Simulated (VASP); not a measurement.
# Ta16Cu in VASP: single point with PBE+D3(BJ)

Aim: the single point of Ta16Cu with PBE+D3(BJ).

All numbers are computed with VASP 6.6.1; they aren't measurements. Logs are shortened: lines on timing, memory, paths and dates and some standing lists are left out, and cuts for length are marked.

## 1. The cell of the first run

The cell holds a slab with vacuum, 17 atoms: a = 6.570 Å, b = 6.570 Å, c = 21.910 Å, α = 90.00°, β = 90.00°, γ = 90.00°.

## 2. Single point, PBE+D3(BJ)

Input file INCAR:

```
SYSTEM = Ta16Cu
ALGO = Normal
DIPOL = 0.5 0.5 0.308
EDIFF = 1E-7
ENCUT = 520
GGA = PE
IDIPOL = 3
ISIF = 2
ISMEAR = 0
IVDW = 12
LASPH = .True.
LCHARG = .True.
LDIPOL = .True.
LELF = .True.
LREAL = Auto
LVACPOTAV = .True.
LVHAR = .True.
LWAVE = .False.
NBANDS = 108
NELM = 80
PREC = Accurate
SIGMA = 0.1
```

Input file KPOINTS:

```
k-points
0
Gamma
  4 4 1
  0 0 0
```

Input file POSCAR:

```
Ta16Cu
1.0
    6.5699959905      0.0000000000      0.0000000000
    0.0000000000      6.5699959905      0.0000000000
    0.0000000000      0.0000000000     21.9099229040
Ta Cu
16 1
Direct
    0.2500000000      0.2500000000      0.1825656812
    0.2500000000      0.7500000000      0.1825656812
    0.7500000000      0.2500000000      0.1825656812
    0.7500000000      0.7500000000      0.1825656812
    0.0000000000      0.0000000000      0.2575316683
    0.0000000000      0.5000000000      0.2575316683
    0.5000000000      0.0000000000      0.2575316683
    0.5000000000      0.5000000000      0.2575316683
    0.2500000000      0.2500000000      0.3326484497
    0.2500000000      0.7500000000      0.3326484497
    0.7500000000      0.2500000000      0.3326484497
    0.7500000000      0.7500000000      0.3326484497
    0.0000000000      0.0000000000      0.4020973941
    0.0000000000      0.5000000000      0.4020973941
    0.5000000000      0.0000000000      0.4020973941
    0.5000000000      0.5000000000      0.4020973941
    0.1875000000      0.1875000000      0.5435857970
```

Potentials or basis: VASP PAW PBE potentials, release 64 (Ta_pv, Cu).

The run is started by

```bash
$ cat potpaw_PBE.64/Ta_pv/POTCAR potpaw_PBE.64/Cu/POTCAR > POTCAR
$ mpirun -np 1 vasp_std > vasp.out
```

OUTCAR:

```text
SYSTEM = Ta16Cu
   EDIFF = 1E-7
   ENCUT = 520
   GGA = PE
   ISIF = 2
   ISMEAR = 0
   IVDW = 12
   LASPH = .True.
   LREAL = Auto
   NELM = 80
   PREC = Accurate
 IVDW          = 12

 ion  position               nearest neighbor table
   1  0.250  0.250  0.183-   5 2.84   6 2.84   7 2.84   8 2.84   2 3.28   3 3.28   2 3.28   3 3.28
                             9 3.29
   2  0.250  0.750  0.183-   5 2.84   6 2.84   7 2.84   8 2.84   1 3.28   4 3.28   1 3.28   4 3.28
                            10 3.29
   3  0.750  0.250  0.183-   5 2.84   6 2.84   7 2.84   8 2.84   1 3.28   4 3.28   4 3.28   1 3.28
                            11 3.29
   4  0.750  0.750  0.183-   5 2.84   6 2.84   7 2.84   8 2.84   2 3.28   3 3.28   3 3.28   2 3.28
                            12 3.29
   5  0.000  0.000  0.258-   1 2.84   2 2.84   3 2.84   4 2.84   9 2.85  10 2.85  11 2.85  12 2.85
                            13 3.17   7 3.28   6 3.28   6 3.28   7 3.28
   6  0.000  0.500  0.258-   1 2.84   2 2.84   3 2.84   4 2.84   9 2.85  10 2.85  11 2.85  12 2.85
                            14 3.17   8 3.28   5 3.28   5 3.28   8 3.28
   7  0.500  0.000  0.258-   1 2.84   2 2.84   3 2.84   4 2.84   9 2.85  10 2.85  11 2.85  12 2.85
                            15 3.17   8 3.28   5 3.28   8 3.28   5 3.28
   8  0.500  0.500  0.258-   1 2.84   2 2.84   3 2.84   4 2.84   9 2.85  10 2.85  11 2.85  12 2.85
                            16 3.17   7 3.28   6 3.28   7 3.28   6 3.28
   9  0.250  0.250  0.333-  13 2.78  14 2.78  15 2.78  16 2.78   5 2.85   6 2.85   7 2.85   8 2.85
                            10 3.28  11 3.28  10 3.28  11 3.28   1 3.29
  10  0.250  0.750  0.333-  13 2.78  14 2.78  15 2.78  16 2.78   5 2.85   6 2.85   7 2.85   8 2.85
                             9 3.28  12 3.28   9 3.28  12 3.28   2 3.29
  11  0.750  0.250  0.333-  13 2.78  14 2.78  15 2.78  16 2.78   5 2.85   6 2.85   7 2.85   8 2.85
                             9 3.28  12 3.28  12 3.28   9 3.28   3 3.29
  12  0.750  0.750  0.333-  13 2.78  14 2.78  15 2.78  16 2.78   5 2.85   6 2.85   7 2.85   8 2.85
                            10 3.28  11 3.28  11 3.28  10 3.28   4 3.29
  13  0.000  0.000  0.402-   9 2.78  10 2.78  11 2.78  12 2.78   5 3.17  14 3.28  15 3.28  14 3.28
                            15 3.28
  14  0.000  0.500  0.402-   9 2.78  10 2.78  11 2.78  12 2.78   6 3.17  13 3.28  16 3.28  13 3.28
                            16 3.28
  15  0.500  0.000  0.402-   9 2.78  10 2.78  11 2.78  12 2.78   7 3.17  13 3.28  16 3.28  16 3.28
                            13 3.28
  16  0.500  0.500  0.402-   9 2.78  10 2.78  11 2.78  12 2.78   8 3.17  14 3.28  15 3.28  15 3.28
                            14 3.28
  17  0.188  0.188  0.544-

  LATTYP: Found a simple tetragonal cell.
 ALAT       =     6.5699959905
 C/A-ratio  =     3.3348457040

  Lattice vectors:

 A1 = (   6.5699959905,   0.0000000000,   0.0000000000)
 A2 = (   0.0000000000,   6.5699959905,   0.0000000000)
 A3 = (   0.0000000000,   0.0000000000,  21.9099229040)

Analysis of symmetry for initial positions (statically):
=====================================================================
 Subroutine PRICEL returns:
 Original cell was already a primitive cell.

 Routine SETGRP: Setting up the symmetry group for a
 simple tetragonal supercell.

 Subroutine GETGRP returns: Found  2 space group operations
 (whereof  2 operations were pure point group operations)
 out of a pool of 16 trial point group operations.

The static configuration has the point symmetry C_1h.

Analysis of symmetry for dynamics (positions and initial velocities):
=====================================================================
 Subroutine PRICEL returns:
 Original cell was already a primitive cell.

 Routine SETGRP: Setting up the symmetry group for a
 simple tetragonal supercell.

 Subroutine GETGRP returns: Found  2 space group operations
 (whereof  2 operations were pure point group operations)
 out of a pool of 16 trial point group operations.

The dynamic configuration has the point symmetry C_1h.

 Subroutine INISYM returns: Found  2 space group operations
 (whereof  2 operations are pure point group operations),
 and found     1 'primitive' translations

----------------------------------------------------------------------------------------

                                     Primitive cell

  volume of cell :     945.7385

  direct lattice vectors                    reciprocal lattice vectors
     6.569995990  0.000000000  0.000000000     0.152207094  0.000000000  0.000000000
[... 56 lines left out ...]
     0.038051774  0.000000000  0.000000000     0.250000000  0.000000000  0.000000000
     0.000000000  0.038051774  0.000000000     0.000000000  0.250000000  0.000000000
     0.000000000  0.000000000  0.045641420     0.000000000  0.000000000  1.000000000

  Length of vectors
     0.038051774  0.038051774  0.045641420

  Shift w.r.t. Gamma in fractional coordinates (k-lattice)
     0.000000000  0.000000000  0.000000000

 Subroutine IBZKPT returns following result:
 ===========================================

 Found      7 irreducible k-points:

 Following reciprocal coordinates:
            Coordinates               Weight
  0.000000  0.000000  0.000000      1.000000
  0.250000  0.000000  0.000000      4.000000
  0.500000  0.000000  0.000000      2.000000
  0.250000  0.250000  0.000000      2.000000
 -0.250000  0.250000  0.000000      2.000000
  0.500000  0.250000  0.000000      4.000000
  0.500000  0.500000  0.000000      1.000000
   k-points           NKPTS =      7   k-points in BZ     NKDIM =      7   number of bands    NBANDS=    108
   number of dos      NEDOS =    301   number of ions     NIONS =     17
   total plane-waves  NPLWV = 420000
   dimension x,y,z NGX =    50 NGY =   50 NGZ =  168
   dimension x,y,z NGXF=   100 NGYF=  100 NGZF=  336
   ions per type =              16   1
   NGX,Y,Z   is equivalent  to a cutoff of  12.65, 12.65, 12.75 a.u.
   NGXF,Y,Z  is equivalent  to a cutoff of  25.30, 25.30, 25.49 a.u.
 SYSTEM =  Ta16Cu
   PREC   = accura    normal or accurate (medium, high low for compatibility)
   ISTART =      0    job   : 0-new  1-cont  2-samecut
   ICHARG =      2    charge: 1-file 2-atom 10-const
   ISPIN  =      1    spin polarized calculation?
   LNONCOLLINEAR =      F non collinear calculations
   LSORBIT =      F    spin-orbit coupling
   LASPH  =      T    aspherical Exc in radial PAW
   ENCUT  =  520.0 eV  38.22 Ry    6.18 a.u.  12.22 12.22 40.74*2*pi/ulx,y,z
   NELM   =     80;   NELMIN=  2; NELMDL= -5     # of ELM steps
   EDIFF  = 0.1E-06   stopping-criterion for ELM
   LREAL  =      T    real-space projection
   EDIFFG = 0.1E-05   stopping-criterion for IOM
   NSW    =      0    number of steps for IOM
   IBRION =     -1    ionic relax: 0-MD 1-quasi-New 2-CG
   NFREE  =      0    steps in history (QN), initial steepest desc. (CG)
   ISIF   =      2    stress and relaxation
   ISYM   =      2    0-nonsym 1-usesym 2-fastsym
   POTIM  = 0.5000    time-step for ionic-motion
   TEBEG  =    0.0;   TEEND  =   0.0 temperature during run
   PSTRESS=    0.0 pullay stress
   NELECT =     187.0000    total number of electrons
   NUPDOWN=      -1.0000    fix difference up-down
   EMIN   =  10.00;   EMAX   =-10.00  energy-range for DOS
   EFERMI =   0.00;   METHOD = LEGACY
   ISMEAR =     0;   SIGMA  =   0.10  broadening in eV -4-tet -1-fermi 0-gaus
   EFERMI_NEDOS =   21; number of points for ismear=-14 and -15
   IALGO  =     38    algorithm
   IMIX   =      4    mixing-type and parameters
     AMIX     =   0.40;   BMIX     =  1.00
     AMIX_MAG =   1.60;   BMIX_MAG =  1.00
  volume/ion in A,a.u.               =      55.63       375.42
  Fermi-wavevector in a.u.,A,eV,Ry     =   0.953744  1.802314 12.376227  0.909627
  Thomas-Fermi vector in A             =   2.082427
   LORBIT       =      0    0 simple, 1 ext, 2 COOP (PROOUT), +10 PAW based schemes
   GGA     = PE    functional components
   LHFCALC =     F    Hartree Fock is set to
   AEXX    =    0.0000 exact exchange contribution
   IVDW    =    12    specifies the selected vdW correction
   LEPSILON=     F    determine dielectric tensor
   LRPA    =     F    only Hartree local field effects (RPA)
 non-spin polarized calculation
 Gauss-broadening in eV      SIGMA  =   0.10
  energy-cutoff  :      520.00
  volume of cell :      945.74
 maximum number of plane-waves:     25516
 NGX is ok and might be reduce to    50
   NGX = 25   NGY = 25   NGZ = 81

 dipolmoment           0.000000      0.000000     -4.627649 electrons x Angstroem

 number of electron     186.9999980 magnetization

 dipolmoment           0.000000      0.000000      0.038485 electrons x Angstroem

 Free energy of the ion-electron system (eV)
  ---------------------------------------------------
  ext. energy  EPLUGINS =         0.00000000
  ---------------------------------------------------
  free energy    TOTEN  =      -176.00007740 eV

  energy without entropy =     -175.92197293  energy(sigma->0) =     -175.96102517

 E-fermi :  -0.7667     XC(G=0):  -5.2538

 val. band max:       -0.8038279854   @ k =   0.0000   0.0000   0.0000
 cond. band min:      -0.7465283457   @ k =   0.2500   0.0000   0.0000
 fundamental gap:      0.0572996397
 Fermi energy:        -0.7667361066

 k-point     1 :       0.0000    0.0000    0.0000
  band No.  band energies     occupation
      1     -35.7544      2.00000
      2     -35.7520      2.00000
      3     -35.7386      2.00000
      4     -35.7385      2.00000
      5     -35.7354      2.00000
      6     -35.7334      2.00000
[... 745 lines left out ...]
    104      -0.3059      0.00000
    105      -0.2954      0.00000
 [bands above 105 left out]

------------------------ aborting loop because EDIFF is reached ----------------------------------------

 Edisp (eV)   -6.86465

 E8    (eV) :    -3.7251

  FORCE on cell =-STRESS in cart. coord.  units (eV):
  Direction    XX          YY          ZZ          XY          YZ          ZX
  --------------------------------------------------------------------------------------
  -------------------------------------------------------------------------------------
  Total     -19.57345   -19.57345    -7.34708     0.01671    -0.19063    -0.19063
  in kB     -33.15942   -33.15942   -12.44670     0.02831    -0.32295    -0.32295
  external pressure =      -26.26 kB  Pullay stress =        0.00 kB

 VOLUME and BASIS-vectors are now :
 -----------------------------------------------------------------------------
  energy-cutoff  :      520.00
  volume of cell :      945.74
      direct lattice vectors                 reciprocal lattice vectors
     6.569995990  0.000000000  0.000000000     0.152207094  0.000000000  0.000000000
     0.000000000  6.569995990  0.000000000     0.000000000  0.152207094  0.000000000
     0.000000000  0.000000000 21.909922904     0.000000000  0.000000000  0.045641420

 POSITION                                       TOTAL-FORCE (eV/Angst)
 -----------------------------------------------------------------------------------
      1.64250      1.64250      4.00000        -0.002355     -0.002355      0.542046
      1.64250      4.92750      4.00000         0.013474     -0.001155      0.500778
      4.92750      1.64250      4.00000        -0.001155      0.013474      0.500778
      4.92750      4.92750      4.00000        -0.010595     -0.010595      0.446286
      0.00000      0.00000      5.64250         0.030480      0.030480     -0.567280
      0.00000      3.28500      5.64250         0.029006     -0.031203     -0.527669
[... 9 lines left out ...]
      3.28500      3.28500      8.80992        -0.147026     -0.147026      0.063710
      1.23187      1.23187     11.90992        -0.065759     -0.065759     -1.433184
 -----------------------------------------------------------------------------------
    total drift:                                0.001705      0.001705     -0.003497

  FREE ENERGIE OF THE ION-ELECTRON SYSTEM (eV)
  ---------------------------------------------------
  free  energy   TOTEN  =      -182.8647265737 eV

  energy  without entropy=     -182.7866221028  energy(sigma->0) =     -182.82567434

 vacuum level on the upper side and lower side of the slab         3.466         3.305
```

It took 31 min on 1 thread of Intel Xeon 6975P-C (Granite Rapids), shared host; peak memory 1.1 GiB.

Results:

```yaml
Free_energy: -182.8647 eV
Largest_force: 1.436 eV/Å
Band_gap_on_the_k_mesh: zero (an odd number of electrons rules out a gap without spin polarisation)
Dispersion_energy_per_atom: -0.404 eV
```

Forces in eV/Å, atoms in the order of the input:
```
Ta  -0.002 -0.002  0.542
Ta   0.013 -0.001  0.501
Ta  -0.001  0.013  0.501
Ta  -0.011 -0.011  0.446
Ta   0.030  0.030 -0.567
Ta   0.029 -0.031 -0.528
Ta  -0.031  0.029 -0.528
Ta  -0.029 -0.029 -0.506
Ta   0.011  0.011 -0.270
Ta  -0.007  0.004  0.039
Ta   0.004 -0.007  0.039
Ta  -0.019 -0.019  0.116
Ta   0.305  0.305  0.820
Ta   0.190 -0.270  0.383
Ta  -0.270  0.190  0.383
Ta  -0.147 -0.147  0.064
Cu  -0.066 -0.066 -1.433
```

Levels at points of the mesh, in eV from the Fermi level:
```
           k point  band 90  band 91  band 92  band 93  band 94  band 95  band 96  band 97
(0.00, 0.00, 0.00)    -0.09    -0.07    -0.04     0.14     0.15     0.18     0.18     0.37
(0.50, 0.00, 0.00)    -0.57    -0.44    -0.41    -0.36    -0.05     0.13     0.31     0.31
(0.50, 0.50, 0.00)    -0.90    -0.88    -0.87    -0.86    -0.46    -0.12    -0.12    -0.12
```

Caveat: spin-orbit coupling is left out, which moves the levels of the heavy elements.

The gap in the log of VASP goes by the Fermi energy; the results here count the filled bands.